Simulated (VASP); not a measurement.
# Al (Fm-3m) in VASP: a series of runs

Runs on Al. Level: PBE+D3(BJ). Tasks: single point, relaxation of cell and atoms.

All numbers are computed with VASP 6.6.1; they aren't measurements. Logs are shortened: lines on timing, memory, paths and dates and some standing lists are left out, and cuts for length are marked.

### Step 1. The cell of the first run

Symmetry: Fm-3m, No. 225, cubic system. Conventional cell: a = 3.982 Å, b = 3.982 Å, c = 3.982 Å, α = 90.00°, β = 90.00°, γ = 90.00°. Al (site symmetry m-3m) has 12 Al at 2.82 Å within 3.7 Å.

### Step 2. Single point, PBE+D3(BJ)

File INCAR:

```
SYSTEM = Al
PREC = Accurate
ENCUT = 520
EDIFF = 1E-6
ISMEAR = 0
SIGMA = 0.1
LREAL = .FALSE.
LASPH = .TRUE.
NELM = 80
ALGO = Normal
ISIF = 2
LWAVE = .FALSE.
LCHARG = .FALSE.
GGA = PE
IVDW = 12
NBANDS = 8
```

File KPOINTS:

```
regular mesh
0
G
  18 18 18
  0 0 0
```

File POSCAR:

```
Al
1.0
    0.0000000000      1.9911209542      1.9911209542
    1.9911209542      0.0000000000      1.9911209542
    1.9911209542      1.9911209542      0.0000000000
Al
1
Direct
    0.0000000000      0.0000000000      0.0000000000
```

Potentials or basis: VASP PAW PBE potentials, release 64 (Al).

Command:

```bash
> cat potpaw_PBE.64/Al/POTCAR > POTCAR
> mpirun -np 1 vasp_std > vasp.out
```

OUTCAR:

```text
SYSTEM = Al
   PREC = Accurate
   ENCUT = 520
   EDIFF = 1E-6
   ISMEAR = 0
   LREAL = .FALSE.
   LASPH = .TRUE.
   NELM = 80
   ISIF = 2
   GGA = PE
   IVDW = 12
 IVDW          = 12

 ion  position               nearest neighbor table
   1  0.000  0.000  0.000-

  LATTYP: Found a face centered cubic cell.
 ALAT       =     3.9822419084

  Lattice vectors:

 A1 = (   0.0000000000,   1.9911209542,   1.9911209542)
 A2 = (   1.9911209542,   0.0000000000,   1.9911209542)
 A3 = (   1.9911209542,   1.9911209542,   0.0000000000)

Analysis of symmetry for initial positions (statically):
=====================================================================
 Subroutine PRICEL returns:
 Original cell was already a primitive cell.

 Routine SETGRP: Setting up the symmetry group for a
 face centered cubic supercell.

 Subroutine GETGRP returns: Found 48 space group operations
 (whereof 48 operations were pure point group operations)
 out of a pool of 48 trial point group operations.

The static configuration has the point symmetry O_h .

Analysis of symmetry for dynamics (positions and initial velocities):
=====================================================================
 Subroutine PRICEL returns:
 Original cell was already a primitive cell.

 Routine SETGRP: Setting up the symmetry group for a
 face centered cubic supercell.

 Subroutine GETGRP returns: Found 48 space group operations
 (whereof 48 operations were pure point group operations)
 out of a pool of 48 trial point group operations.

The dynamic configuration has the point symmetry O_h .

 Subroutine INISYM returns: Found 48 space group operations
 (whereof 48 operations are pure point group operations),
 and found     1 'primitive' translations

----------------------------------------------------------------------------------------

                                     Primitive cell

  volume of cell :      15.7878

  direct lattice vectors                    reciprocal lattice vectors
     0.000000000  1.991120954  1.991120954    -0.251114830  0.251114830  0.251114830
     1.991120954  0.000000000  1.991120954     0.251114830 -0.251114830  0.251114830
     1.991120954  1.991120954  0.000000000     0.251114830  0.251114830 -0.251114830

  length of vectors
     2.815870258  2.815870258  2.815870258     0.434943644  0.434943644  0.434943644

  position of ions in fractional coordinates (direct lattice)
     0.000000000  0.000000000  0.000000000

  ion indices of the primitive-cell ions
   primitive index   ion index
                 1           1

----------------------------------------------------------------------------------------

 KPOINTS: regular mesh

Automatic generation of k-mesh.
 Grid dimensions read from file:
 generate k-points for:   18   18   18

 Generating k-lattice:

  Cartesian coordinates                     Fractional coordinates (reciprocal lattice)
    -0.013950824  0.013950824  0.013950824     0.055555556  0.000000000  0.000000000
     0.013950824 -0.013950824  0.013950824     0.000000000  0.055555556  0.000000000
     0.013950824  0.013950824 -0.013950824     0.000000000  0.000000000  0.055555556

  Length of vectors
     0.024163536  0.024163536  0.024163536

  Shift w.r.t. Gamma in fractional coordinates (k-lattice)
     0.000000000  0.000000000  0.000000000

 Subroutine IBZKPT returns following result:
 ===========================================

 Found    195 irreducible k-points:

 Following reciprocal coordinates:
            Coordinates               Weight
  0.000000  0.000000  0.000000      1.000000
  0.055556  0.000000  0.000000      8.000000
  0.111111  0.000000  0.000000      8.000000
  0.166667  0.000000  0.000000      8.000000
  0.222222  0.000000  0.000000      8.000000
  0.277778  0.000000  0.000000      8.000000
[... 16 lines left out ...]
 -0.277778  0.055556  0.000000     24.000000
 -0.222222  0.055556  0.000000     24.000000
 [... further k-points ...]
   k-points           NKPTS =    195   k-points in BZ     NKDIM =    195   number of bands    NBANDS=      8
   number of dos      NEDOS =    301   number of ions     NIONS =      1
   total plane-waves  NPLWV =  13824
   dimension x,y,z NGX =    24 NGY =   24 NGZ =   24
   dimension x,y,z NGXF=    48 NGYF=   48 NGZF=   48
   ions per type =               1
   NGX,Y,Z   is equivalent  to a cutoff of  14.17, 14.17, 14.17 a.u.
   NGXF,Y,Z  is equivalent  to a cutoff of  28.34, 28.34, 28.34 a.u.
 SYSTEM =  Al
   PREC   = accura    normal or accurate (medium, high low for compatibility)
   ISTART =      0    job   : 0-new  1-cont  2-samecut
   ICHARG =      2    charge: 1-file 2-atom 10-const
   ISPIN  =      1    spin polarized calculation?
   LNONCOLLINEAR =      F non collinear calculations
   LSORBIT =      F    spin-orbit coupling
   LASPH  =      T    aspherical Exc in radial PAW
   ENCUT  =  520.0 eV  38.22 Ry    6.18 a.u.   5.24  5.24  5.24*2*pi/ulx,y,z
   NELM   =     80;   NELMIN=  2; NELMDL= -5     # of ELM steps
   EDIFF  = 0.1E-05   stopping-criterion for ELM
   LREAL  =      F    real-space projection
   EDIFFG = 0.1E-04   stopping-criterion for IOM
   NSW    =      0    number of steps for IOM
   IBRION =     -1    ionic relax: 0-MD 1-quasi-New 2-CG
   NFREE  =      0    steps in history (QN), initial steepest desc. (CG)
   ISIF   =      2    stress and relaxation
   ISYM   =      2    0-nonsym 1-usesym 2-fastsym
   POTIM  = 0.5000    time-step for ionic-motion
   TEBEG  =    0.0;   TEEND  =   0.0 temperature during run
   PSTRESS=    0.0 pullay stress
   NELECT =       3.0000    total number of electrons
   NUPDOWN=      -1.0000    fix difference up-down
   EMIN   =  10.00;   EMAX   =-10.00  energy-range for DOS
   EFERMI =   0.00;   METHOD = LEGACY
   ISMEAR =     0;   SIGMA  =   0.10  broadening in eV -4-tet -1-fermi 0-gaus
   EFERMI_NEDOS =   21; number of points for ismear=-14 and -15
   IALGO  =     38    algorithm
   IMIX   =      4    mixing-type and parameters
     AMIX     =   0.40;   BMIX     =  1.00
     AMIX_MAG =   1.60;   BMIX_MAG =  1.00
  volume/ion in A,a.u.               =      15.79       106.54
  Fermi-wavevector in a.u.,A,eV,Ry     =   0.941183  1.778579 12.052398  0.885826
  Thomas-Fermi vector in A             =   2.068669
   LORBIT       =      0    0 simple, 1 ext, 2 COOP (PROOUT), +10 PAW based schemes
   GGA     = PE    functional components
   LHFCALC =     F    Hartree Fock is set to
   AEXX    =    0.0000 exact exchange contribution
   IVDW    =    12    specifies the selected vdW correction
   LEPSILON=     F    determine dielectric tensor
   LRPA    =     F    only Hartree local field effects (RPA)
 non-spin polarized calculation
 Gauss-broadening in eV      SIGMA  =   0.10
  energy-cutoff  :      520.00
  volume of cell :       15.79
 maximum number of plane-waves:       444
 NGX is ok and might be reduce to    24
   NGX = 11   NGY = 11   NGZ = 11

 number of electron       3.0000000 magnetization

 Free energy of the ion-electron system (eV)
  ---------------------------------------------------
  ext. energy  EPLUGINS =         0.00000000
  ---------------------------------------------------
  free energy    TOTEN  =        -3.73672587 eV

  energy without entropy =       -3.73378701  energy(sigma->0) =       -3.73525644

 E-fermi :   8.4636     XC(G=0): -10.3572

 val. band max:        8.4629175088   @ k =  -0.4444   0.3333   0.1111
 cond. band min:       8.4889803068   @ k =  -0.2222   0.3889   0.1667
 fundamental gap:      0.0260627980
 Fermi energy:         8.4636496367

 k-point     1 :       0.0000    0.0000    0.0000
  band No.  band energies     occupation
      1      -2.9746      2.00000
      2      21.3352      0.00000
      3      21.3352      0.00000
      4      21.3352      0.00000
      5      23.1676      0.00000
      6      23.1676      0.00000
      7      23.1676      0.00000
      8      25.2577      0.00000

 k-point     2 :       0.0556    0.0000    0.0000
  band No.  band energies     occupation
      1      -2.8882      2.00000
      2      19.8399      0.00000
      3      21.0609      0.00000
      4      21.0609      0.00000
      5      23.5789      0.00000
      6      23.5789      0.00000
      7      23.6697      0.00000
      8      26.1890      0.00000

 k-point     3 :       0.1111    0.0000    0.0000
  band No.  band energies     occupation
      1      -2.6294      2.00000
      2      17.5723      0.00000
      3      20.5752      0.00000
      4      20.5752      0.00000
      5      23.6863      0.00000
      6      24.4499      0.00000
      7      24.4499      0.00000
      8      26.8133      0.00000

 k-point     4 :       0.1667    0.0000    0.0000
  band No.  band energies     occupation
      1      -2.1990      2.00000
      2      15.2810      0.00000
      3      20.1376      0.00000
      4      20.1376      0.00000
      5      23.4989      0.00000
      6      25.0575      0.00000
      7      25.0575      0.00000
      8      26.1473      0.00000

 k-point     5 :       0.2222    0.0000    0.0000
  band No.  band energies     occupation
      1      -1.5988      2.00000
      2      13.0657      0.00000
      3      19.8121      0.00000
      4      19.8121      0.00000
      5      23.3108      0.00000
      6      24.1828      0.00000
      7      24.1828      0.00000
      8      27.1825      0.00000
[... 177 lines left out ...]
 k-point    22 :      -0.3333    0.0556    0.0000
  band No.  band energies     occupation
      1       0.5234      2.00000
      2       8.4164      1.49622
      3      17.8470      0.00000
      4      20.7854      0.00000
      5      20.8642      0.00000
      6      22.3269      0.00000
      7      23.9047      0.00000
      8      26.8543      0.00000

 k-point    23 :      -0.2778    0.0556    0.0000
  band No.  band energies     occupation
      1      -0.4628      2.00000
      2      10.3493      0.00000
      3      17.8659      0.00000
      4      20.8235      0.00000
      5      21.7267      0.00000
      6      23.2066      0.00000
      7      23.8659      0.00000
      8      27.6669      0.00000

 k-point    24 :      -0.2222    0.0556    0.0000
  band No.  band energies     occupation
      1      -1.2855      2.00000
      2      12.4082      0.00000
      3      18.0317      0.00000
      4      20.9559      0.00000
      5      22.7532      0.00000
      6      23.8365      0.00000
      7      24.3090      0.00000
      8      26.5513      0.00000

 [... further k-points ...]

------------------------ aborting loop because EDIFF is reached ----------------------------------------

 Edisp (eV)   -0.35212

 E8    (eV) :    -0.1576

  FORCE on cell =-STRESS in cart. coord.  units (eV):
  Direction    XX          YY          ZZ          XY          YZ          ZX
  --------------------------------------------------------------------------------------
  -------------------------------------------------------------------------------------
  Total      -0.00383    -0.00383    -0.00383     0.00000    -0.00000     0.00000
  in kB      -0.38857    -0.38857    -0.38857     0.00000    -0.00000     0.00000
  external pressure =       -0.39 kB  Pullay stress =        0.00 kB

 VOLUME and BASIS-vectors are now :
 -----------------------------------------------------------------------------
  energy-cutoff  :      520.00
  volume of cell :       15.79
      direct lattice vectors                 reciprocal lattice vectors
     0.000000000  1.991120954  1.991120954    -0.251114830  0.251114830  0.251114830
     1.991120954  0.000000000  1.991120954     0.251114830 -0.251114830  0.251114830
     1.991120954  1.991120954  0.000000000     0.251114830  0.251114830 -0.251114830

 POSITION                                       TOTAL-FORCE (eV/Angst)
 -----------------------------------------------------------------------------------
      0.00000      0.00000      0.00000         0.000000     -0.000000      0.000000
 -----------------------------------------------------------------------------------
    total drift:                                0.000000     -0.000000     -0.000000

  FREE ENERGIE OF THE ION-ELECTRON SYSTEM (eV)
  ---------------------------------------------------
  free  energy   TOTEN  =        -4.0888478269 eV

  energy  without entropy=       -4.0859089625  energy(sigma->0) =       -4.08737839
```

It took 10 s on 1 thread of Intel Xeon Platinum 8375C at 2.90GHz (Ice Lake), shared host; peak memory 0.15 GiB.

Results:

* Free energy: -4.0888 eV
* Pressure: 0.0 GPa
* Dispersion energy per atom: -0.352 eV

Levels at points of the mesh, in eV from the Fermi level:
| k point | band 1 | band 2 | band 3 | band 4 |
| --- | --- | --- | --- | --- |
| (0.00, 0.00, 0.00) | -11.44 | 12.87 | 12.87 | 12.87 |
| (0.50, 0.00, 0.00) | -4.77 | -4.44 | 11.67 | 11.67 |
| (0.50, 0.50, 0.00) | -3.03 | -1.61 | 5.27 | 5.81 |

Caveat: pairwise dispersion overbinds metals, which lowers pressure and volume.

### Step 3. Relaxation of cell and atoms, PBE+D3(BJ)

This run uses another cell than the first one, of 16.50 Å³/atom, 1.045 times its volume.

File INCAR:

```
ALGO = Normal ; EDIFF = 1E-7
EDIFFG = -0.005 ; ENCUT = 600
GGA = PE ; IBRION = 2
ISIF = 3 ; ISMEAR = 0
IVDW = 12 ; LASPH = T
LCHARG = F ; LREAL = F
LWAVE = F ; NELM = 100
NSW = 70 ; PREC = Accurate
SIGMA = 0.1
```

File KPOINTS:

```
k-points
0
Gamma
  18 18 18
```

File POSCAR:

```
Al
1.0
    0.0000000000      2.0207284184      2.0207284184
    2.0207284184      0.0000000000      2.0207284184
    2.0207284184      2.0207284184      0.0000000000
Al
1
Direct
    0.0000000000      0.0000000000      0.0000000000
```

Potentials or basis: VASP PAW PBE potentials, release 64 (Al).

Command:

```bash
> cat potpaw_PBE.64/Al/POTCAR > POTCAR
> mpirun -np 1 vasp_std > vasp.out
```

It took 19 s on 1 thread of Intel Xeon Platinum 8375C at 2.90GHz (Ice Lake), shared host; peak memory 0.16 GiB.

It converged, with:

```
Free energy                            : -4.0890 eV
Relaxed volume                         : 15.78 Å³/atom
Relaxed cell                           : a = 2.815 Å, b = 2.815 Å, c = 2.815 Å, α = 60.00°, β = 60.00°, γ = 60.00°
Space group after relaxing (to 0.05 Å) : Fm-3m (No. 225)
Energy gained by relaxing              : 8.1 meV/atom
Ionic steps                            : 3
Pressure after relaxing                : 0.0 GPa
Dispersion energy per atom             : -0.352 eV
```

The path:
```tsv
step	energy change (eV)	largest force (eV/Å)	pressure (GPa)	volume (Å³)
1	0.0000	0.0000	-3.43	16.50
2	-0.0079	0.0000	0.60	15.67
3	-0.0081	0.0000	0.01	15.78
```

Final structure:
```cif
data_structure
_symmetry_space_group_name_H-M 'P 1'
_symmetry_Int_Tables_number 1
_cell_length_a 2.8154
_cell_length_b 2.8154
_cell_length_c 2.8154
_cell_angle_alpha 60.000
_cell_angle_beta 60.000
_cell_angle_gamma 60.000
_cell_volume 15.78
loop_
_atom_site_label
_atom_site_type_symbol
_atom_site_fract_x
_atom_site_fract_y
_atom_site_fract_z
_atom_site_occupancy
Al1 Al 0.00000 0.00000 0.00000 1
```

Levels at points of the mesh, in eV from the Fermi level:
| k point | band 1 | band 2 | band 3 | band 4 |
| --- | --- | --- | --- | --- |
| (0.00, 0.00, 0.00) | -11.44 | 12.87 | 12.87 | 12.87 |
| (0.50, 0.00, 0.00) | -4.77 | -4.44 | 11.67 | 11.67 |
| (0.50, 0.50, 0.00) | -3.03 | -1.61 | 5.27 | 5.81 |

Caveat: pairwise dispersion overbinds metals, which lowers pressure and volume.
